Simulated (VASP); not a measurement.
Write the native input for VASP 6.6.1 that does the following.

* Task: single point
* Functional: PBE
* Potentials or basis: VASP PAW PBE potentials, release 64 (Mg, B)
* Cutoff: 520 eV
* k mesh: 6 × 6 × 6
* Occupations: gaussian, width 0.1 eV
* Spin: no spin polarisation
* Dipole correction: no
* Further INCAR settings: ALGO = Normal; EDIFF = 1e-06; NBANDS = 11

The structure of MgB2 (e600) lies in POSCAR:

```
MgB2
1.0
    3.0850000000      0.0000000000      0.0000000000
   -1.5425000000      2.6716883707      0.0000000000
    0.0000000000      0.0000000000      3.5230000000
Mg B
1 2
Direct
    0.0000000000      0.0000000000      0.0000000000
    0.3333333333      0.6666666667      0.5000000000
    0.6666666667      0.3333333333      0.5000000000
```

The input as run:

INCAR

```
SYSTEM = MgB2
PREC = Accurate
ENCUT = 520
EDIFF = 1E-6
ISMEAR = 0
SIGMA = 0.1
LREAL = .FALSE.
LASPH = .TRUE.
NELM = 100
ALGO = Normal
ISIF = 2
LWAVE = .FALSE.
LCHARG = .FALSE.
GGA = PE
NBANDS = 11
```

KPOINTS

```
Automatic mesh
0
G
  6 6 6
  0 0 0
```

Potentials or basis: VASP PAW PBE potentials, release 64 (Mg, B).

Run with:

```bash
$ cat potpaw_PBE.64/Mg/POTCAR potpaw_PBE.64/B/POTCAR > POTCAR
$ mpirun -np 1 vasp_std > vasp.out
```

Results of the run:

```
Pressure               : -1.2 GPa
Band gap on the k mesh : zero (band 4 reaches 7.07 eV, above the bottom of band 5 at 3.25 eV)
```

Caveat: the k points lie up to 0.39 Å⁻¹ apart.

Wall time 3.9 s on 1 thread of Intel(R) Xeon(R) 6975P-C (Granite Rapids), with other jobs on the host, peak memory 0.14 GiB.
